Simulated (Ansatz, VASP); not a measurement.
Two plane-wave programs on Hg

```
Hg
1.0
    -1.87674    1.87674    1.91684
     1.87674   -1.87674    1.91684
     1.87674    1.87674   -1.91684
Hg
1
Direct
  0.50000 0.50000 0.00000
```

Alike in both runs: functional PBE; dispersion D3(BJ); k mesh 7 × 7 × 7; occupations methfessel-paxton of order 1, width 0.05 eV; collinear spin.

```csv
,VASP,Ansatz
version,VASP 6.6.1,Ansatz 0.2.0
potentials or method,"VASP PAW PBE potentials, release 64 (Hg)",Ansatz PAW large core
plane-wave cutoff (eV),520,420
valence electrons in the cell,12,12
task,single point,density of states
```

VASP gave:

```
gap on the k mesh at the Fermi level (eV)                     : none
pressure (GPa)                                                : -1.5
traceless stress, the component that is largest in VASP (GPa) : 0.16
net moment per atom (μB)                                      : 0.00
```

**Question.** Which values does Ansatz return?

**Answer.** gap on the k mesh at the Fermi level (eV): none; pressure (GPa): -1.6; traceless stress, the component that is largest in VASP (GPa): 0.16; net moment per atom (μB): 0.00.

A gap of «none» marks a metal or a gap that the smearing closes.

Neither program's run includes spin-orbit coupling.
